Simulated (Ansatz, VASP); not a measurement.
## Bi in VASP and in Ansatz

```
Bi
1.0
     5.25099    0.00000    0.00000
    -2.62549    4.54749    0.00000
     0.00000    0.00000    6.75839
Bi
4
Cartesian
  0.0000 0.0000 1.6896
  0.0000 0.0000 5.0688
  0.0000 3.0317 5.0688
  2.6255 1.5158 1.6896
```

Alike in both runs: functional PBEsol; k mesh 6 × 6 × 2; occupations gaussian, width 0.1 eV; no spin polarisation.

Ansatz relaxed the structure, and its values are those at the end. VASP's run is a single point on that final structure, the one shown.

|  | VASP | Ansatz |
| --- | --- | --- |
| version | VASP 6.6.1 | Ansatz 0.2.0 |
| potentials or method | VASP PAW PBE potentials, release 64 (Bi_d), cutoff 520 eV | scalar-relativistic, plane waves, PAW |
| valence electrons in the cell | 60 | 60 |

```tsv
	VASP	Ansatz	Ansatz less VASP
gap on the k mesh at the Fermi level (eV)	none	none	-
pressure (GPa)	-0.1	-0.1	+0.06
```

VASP's potentials were made for PBE, not for PBEsol. A gap of «none» marks a metal or a gap that the smearing closes. The functional is the same, so the differences come from potentials, cutoffs and numerics.

The k mesh is coarse, so the values compare programs but aren't converged. Neither program's run includes spin-orbit coupling.
